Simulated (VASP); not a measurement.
# VSi63 (a cell with a defect) in VASP: single point with PBEsol

Aim: the single point of VSi63 (a cell with a defect) with PBEsol.

Program: VASP 6.6.1. These are calculated values, not measurements. Logs are shortened: lines on timing, memory, paths and dates and some standing lists are left out, and cuts for length are marked.

### Step 1. The cell of the first run

The cell holds a defect, 64 atoms: a = 10.866 Å, b = 10.866 Å, c = 10.866 Å, α = 90.00°, β = 90.00°, γ = 90.00°.

### Step 2. Single point, PBEsol

Contents of INCAR:

```
  PREC = Accurate
  ENCUT = 520
  EDIFF = 1E-7
  ISMEAR = -1
  SIGMA = 0.05
  LREAL = Auto
  LASPH = T
  NELM = 80
  ALGO = Normal
  ISIF = 2
  LWAVE = F
  LCHARG = T
  GGA = PS
  LELF = T
  LVHAR = T
  NBANDS = 170
  NELECT = 264.0
  ISYM = 0
```

Contents of KPOINTS:

```
Automatic mesh
0
Gamma
  1 1 1
  0.25 0.25 0.25
```

Contents of POSCAR:

```
VSi63
1.0
   10.8655790000      0.0000000000      0.0000000000
    0.0000000000     10.8655790000      0.0000000000
    0.0000000000      0.0000000000     10.8655790000
Si V
63 1
Direct
    0.0005120000      0.0007480000      0.0010030000
    0.9990950000      0.9993130000      0.5034720000
    0.9990740000      0.5032100000      0.9995900000
    0.0002240000      0.5007170000      0.5009810000
    0.5029680000      0.9993180000      0.9996000000
    0.5004880000      0.0004470000      0.5009810000
    0.5004910000      0.5007160000      0.0007220000
    0.1255700000      0.1258100000      0.1260930000
    0.1269350000      0.1271780000      0.6280010000
    0.1269180000      0.6277480000      0.1274410000
    0.1237440000      0.6260480000      0.6263410000
    0.6275100000      0.1271770000      0.1274630000
    0.6258140000      0.1239790000      0.6263360000
    0.6258170000      0.6260630000      0.1242510000
    0.5942370000      0.5944990000      0.5947130000
    0.2514990000      0.2517260000      0.0040460000
    0.2555780000      0.2558080000      0.5048400000
    0.2504730000      0.7525830000      0.0009350000
    0.2457140000      0.7564980000      0.5048750000
    0.7523570000      0.2507120000      0.0009440000
    0.7562960000      0.2459310000      0.5048880000
    0.7498080000      0.7500210000      0.9977650000
    0.7394470000      0.7396730000      0.5011800000
    0.3774910000      0.3777330000      0.1288430000
    0.3789300000      0.3791840000      0.6436940000
    0.3747250000      0.8792530000      0.1248190000
    0.3764410000      0.8765020000      0.6277400000
    0.8789890000      0.3749890000      0.1248230000
    0.8762710000      0.3766900000      0.6277500000
    0.8748000000      0.8750240000      0.1237600000
    0.8693310000      0.8695990000      0.6236480000
    0.2515120000      0.0037660000      0.2520130000
    0.2504680000      0.0006580000      0.7528730000
    0.2555560000      0.5045690000      0.2560540000
    0.2457170000      0.5046100000      0.7568230000
    0.7523680000      0.0006620000      0.2509800000
    0.7497930000      0.9974970000      0.7503210000
    0.7562710000      0.5046130000      0.2462310000
    0.7394150000      0.5009150000      0.7399130000
    0.3775080000      0.1285810000      0.3780070000
    0.3747410000      0.1245450000      0.8795160000
    0.3789500000      0.6433980000      0.3794410000
    0.3764560000      0.6274810000      0.8767880000
    0.8790280000      0.1245530000      0.3752420000
    0.8747880000      0.1235200000      0.8752960000
    0.8762730000      0.6274810000      0.3769570000
    0.8693430000      0.6233700000      0.8698230000
    0.0035170000      0.2517550000      0.2520040000
    0.0004230000      0.2507180000      0.7528690000
    0.0004240000      0.7526020000      0.2509930000
    0.9972610000      0.7500410000      0.7502930000
    0.5043340000      0.2558340000      0.2560920000
    0.5043680000      0.2459500000      0.7567930000
    0.5043510000      0.7565300000      0.2462130000
    0.5006670000      0.7396740000      0.7399370000
    0.1283480000      0.3777270000      0.3779980000
    0.1243170000      0.3749710000      0.8795320000
    0.1243350000      0.8792470000      0.3752520000
    0.1232650000      0.8750130000      0.8752980000
    0.6431870000      0.3791890000      0.3794950000
    0.6272500000      0.3766840000      0.8767800000
    0.6272430000      0.8764990000      0.3769480000
    0.6231530000      0.8695680000      0.8698670000
    0.4551220000      0.4553430000      0.4556350000
```

Potentials or basis: VASP PAW PBE potentials, release 64 (Si, V_sv).

Launch:

```console
$ cat potpaw_PBE.64/Si/POTCAR potpaw_PBE.64/V_sv/POTCAR > POTCAR
$ mpirun -np 1 vasp_std > vasp.out
```

OUTCAR:

```text
PREC = Accurate
   ENCUT = 520
   EDIFF = 1E-7
   ISMEAR = -1
   LREAL = Auto
   LASPH = T
   NELM = 80
   ISIF = 2
   GGA = PS
   NELECT = 264.0
   ISYM = 0

 ion  position               nearest neighbor table
   1  0.001  0.001  0.001-  30 2.35  59 2.35  45 2.35   8 2.35
   2  0.999  0.999  0.503-  58 2.34  44 2.34  31 2.38   9 2.39
   3  0.999  0.503  1.000-  28 2.34  57 2.34  47 2.38  10 2.39
   4  0.000  0.501  0.501-  56 2.35  11 2.35  46 2.35  29 2.35
   5  0.503  0.999  1.000-  26 2.34  41 2.34  63 2.38  12 2.39
   6  0.500  0.000  0.501-  40 2.35  13 2.35  62 2.35  27 2.35
[... 56 lines left out ...]
  63  0.623  0.870  0.870-  22 2.35  37 2.35   5 2.38  55 2.40
  64  0.455  0.455  0.456-  60 2.35  25 2.35  42 2.35  15 2.62

IMPORTANT INFORMATION: All symmetrisations will be switched off!
NOSYMM: (Re-)initialisation of all symmetry stuff for point group C_1.

----------------------------------------------------------------------------------------

                                     Primitive cell

  volume of cell :    1282.7990

  direct lattice vectors                    reciprocal lattice vectors
    10.865579000  0.000000000  0.000000000     0.092033752  0.000000000  0.000000000
     0.000000000 10.865579000  0.000000000     0.000000000  0.092033752  0.000000000
     0.000000000  0.000000000 10.865579000     0.000000000  0.000000000  0.092033752

  length of vectors
    10.865579000 10.865579000 10.865579000     0.092033752  0.092033752  0.092033752

  position of ions in fractional coordinates (direct lattice)
     0.000512000  0.000748000  0.001003000
     0.999095000  0.999313000  0.503472000
     0.999074000  0.503210000  0.999590000
     0.000224000  0.500717000  0.500981000
     0.502968000  0.999318000  0.999600000
     0.500488000  0.000447000  0.500981000
[... 56 lines left out ...]
     0.623153000  0.869568000  0.869867000
     0.455122000  0.455343000  0.455635000

  ion indices of the primitive-cell ions
   primitive index   ion index
                 1           1
                 2           2
                 3           3
                 4           4
                 5           5
                 6           6
[... 56 lines left out ...]
                63          63
                64          64

----------------------------------------------------------------------------------------

 KPOINTS: Automatic mesh

Automatic generation of k-mesh.
 Grid dimensions read from file:
[... 47 lines left out ...]
   NSW    =      0    number of steps for IOM
   IBRION =     -1    ionic relax: 0-MD 1-quasi-New 2-CG
   NFREE  =      0    steps in history (QN), initial steepest desc. (CG)
   ISIF   =      2    stress and relaxation
   ISYM   =      0    0-nonsym 1-usesym 2-fastsym
   POTIM  = 0.5000    time-step for ionic-motion
   TEBEG  =    0.0;   TEEND  =   0.0 temperature during run
   PSTRESS=    0.0 pullay stress
   NELECT =     264.0000    total number of electrons
   NUPDOWN=      -1.0000    fix difference up-down
   EMIN   =  10.00;   EMAX   =-10.00  energy-range for DOS
   EFERMI =   0.00;   METHOD = LEGACY
   ISMEAR =    -1;   SIGMA  =   0.05  broadening in eV -4-tet -1-fermi 0-gaus
   EFERMI_NEDOS =   21; number of points for ismear=-14 and -15
   IALGO  =     38    algorithm
   IMIX   =      4    mixing-type and parameters
     AMIX     =   0.40;   BMIX     =  1.00
     AMIX_MAG =   1.60;   BMIX_MAG =  1.00
  volume/ion in A,a.u.               =      20.04       135.26
  Fermi-wavevector in a.u.,A,eV,Ry     =   0.966548  1.826510 12.710758  0.934214
  Thomas-Fermi vector in A             =   2.096358
   LORBIT       =      0    0 simple, 1 ext, 2 COOP (PROOUT), +10 PAW based schemes
   GGA     = PS    functional components
   LHFCALC =     F    Hartree Fock is set to
   AEXX    =    0.0000 exact exchange contribution
   IVDW    =     0    specifies the selected vdW correction
   LEPSILON=     F    determine dielectric tensor
   LRPA    =     F    only Hartree local field effects (RPA)
 non-spin polarized calculation
  energy-cutoff  :      520.00
  volume of cell :     1282.80
 maximum number of plane-waves:     34484
 NGX is ok and might be reduce to    84
   NGX = 41   NGY = 41   NGZ = 41

 number of electron     263.9999981 magnetization

 Free energy of the ion-electron system (eV)
  ---------------------------------------------------
  ext. energy  EPLUGINS =         0.00000000
  ---------------------------------------------------
  free energy    TOTEN  =      -374.23983010 eV

  energy without entropy =     -374.22921384  energy(sigma->0) =     -374.23452197

 E-fermi :   5.7100     XC(G=0):  -9.5632

 val. band max:        5.4443029091   @ k =  -0.2500  -0.2500   0.2500
 cond. band min:       5.9598026124   @ k =  -0.2500  -0.2500   0.2500
 fundamental gap:      0.5154997033
 Fermi energy:         5.7099624182

 k-point     1 :       0.2500    0.2500    0.2500
  band No.  band energies     occupation
      1     -58.3206      2.00000
      2     -32.3699      2.00000
      3     -32.2803      2.00000
      4     -32.2802      2.00000
      5      -5.9548      2.00000
      6      -5.4474      2.00000
[... 577 lines left out ...]
    143       7.3305      0.00000
    144       7.4579      0.00000
 [bands above 144 left out]

------------------------ aborting loop because EDIFF is reached ----------------------------------------

  FORCE on cell =-STRESS in cart. coord.  units (eV):
  Direction    XX          YY          ZZ          XY          YZ          ZX
  --------------------------------------------------------------------------------------
  -------------------------------------------------------------------------------------
  Total      -12.8128224    -12.8164532    -12.8227949     -5.0041281     -5.0130439     -5.0104597
  in kB      -16.0028291    -16.0073638    -16.0152845     -6.2500052     -6.2611407     -6.2579131
  external PRESSURE =     -16.0084925 kB  Pullay stress =       0.0000000 kB

 VOLUME and BASIS-vectors are now :
 -----------------------------------------------------------------------------
  energy-cutoff  :      520.00
  volume of cell :     1282.80
      direct lattice vectors                 reciprocal lattice vectors
    10.865579000  0.000000000  0.000000000     0.092033752  0.000000000  0.000000000
     0.000000000 10.865579000  0.000000000     0.000000000  0.092033752  0.000000000
     0.000000000  0.000000000 10.865579000     0.000000000  0.000000000  0.092033752

 POSITION                                       TOTAL-FORCE (eV/Angst)
 -----------------------------------------------------------------------------------
      0.00556      0.00813      0.01090         0.015331      0.015219      0.015327
     10.85575     10.85811      5.47051         0.022265      0.024651     -0.037356
     10.85552      5.46767     10.86112         0.023020     -0.038037      0.023203
      0.00243      5.44058      5.44345         0.012739      0.016844      0.018745
      5.46504     10.85817     10.86123        -0.037160      0.023871      0.023275
      5.43809      0.00486      5.44345         0.017683      0.012877      0.018704
[... 56 lines left out ...]
      6.77092      9.44836      9.45161         0.004556     -0.005282     -0.006515
      4.94516      4.94757      4.95074        -0.058449     -0.059200     -0.059108
 -----------------------------------------------------------------------------------
    total drift:                               -0.006063     -0.007530      0.003380

  FREE ENERGIE OF THE ION-ELECTRON SYSTEM (eV)
  ---------------------------------------------------
  free  energy   TOTEN  =      -374.2398300969 eV

  energy  without entropy=     -374.2292138431  energy(sigma->0) =     -374.23452197
```

It took 71 min on 1 thread of AMD EPYC 7R13, shared host; peak memory 1.4 GiB.

Results:

- Free energy: -374.2398 eV
- Largest force: 0.180 eV/Å

Forces in eV/Å, atoms in the order of the input:
```
Si   0.015  0.015  0.015
Si   0.022  0.025 -0.037
Si   0.023 -0.038  0.023
Si   0.013  0.017  0.019
Si  -0.037  0.024  0.023
Si   0.018  0.013  0.019
Si   0.018  0.018  0.013
Si  -0.001 -0.001 -0.001
Si  -0.050 -0.050  0.010
Si  -0.050  0.008 -0.050
Si  -0.003 -0.015 -0.015
Si   0.007 -0.049 -0.051
Si  -0.015 -0.003 -0.015
Si  -0.015 -0.014 -0.003
Si   0.104  0.103  0.106
Si   0.032  0.032  0.011
Si   0.031  0.031 -0.127
Si   0.012  0.022  0.015
Si   0.002  0.042 -0.036
Si   0.019  0.012  0.013
Si   0.043  0.001 -0.037
Si   0.019  0.019  0.011
Si  -0.036 -0.035  0.048
Si  -0.013 -0.012  0.012
Si   0.014  0.014  0.034
Si   0.023 -0.024 -0.003
Si  -0.048 -0.011 -0.006
Si  -0.021  0.024 -0.005
Si  -0.011 -0.047 -0.007
Si  -0.019 -0.019 -0.003
Si  -0.006 -0.007  0.005
Si   0.030  0.013  0.032
Si   0.014  0.016  0.020
Si   0.032 -0.127  0.034
Si   0.001 -0.038  0.041
Si   0.020  0.013  0.012
Si   0.018  0.009  0.019
Si   0.042 -0.037  0.000
Si  -0.035  0.048 -0.035
Si  -0.012  0.012 -0.012
Si   0.023 -0.003 -0.022
Si   0.014  0.033  0.015
Si  -0.047 -0.006 -0.012
Si  -0.024 -0.004  0.024
Si  -0.019 -0.004 -0.019
Si  -0.012 -0.007 -0.047
Si  -0.007  0.006 -0.005
Si   0.012  0.031  0.030
Si   0.016  0.014  0.021
Si   0.015  0.021  0.013
Si   0.006  0.019  0.019
Si  -0.126  0.031  0.032
Si  -0.038  0.001  0.043
Si  -0.036  0.042  0.000
Si   0.049 -0.035 -0.035
Si   0.013 -0.012 -0.013
Si  -0.004  0.023 -0.023
Si  -0.004 -0.024  0.023
Si  -0.001 -0.019 -0.020
Si   0.035  0.014  0.013
Si  -0.005 -0.048 -0.013
Si  -0.006 -0.012 -0.048
Si   0.005 -0.005 -0.007
V   -0.058 -0.059 -0.059
```

Caveat: the cell carries a net charge on a neutralising background, which shifts energy and pressure; the cell is charged against a uniform background, so pressure and absolute levels hang on convention; the PAW data sets were made with another functional, which shifts forces and pressure a little.
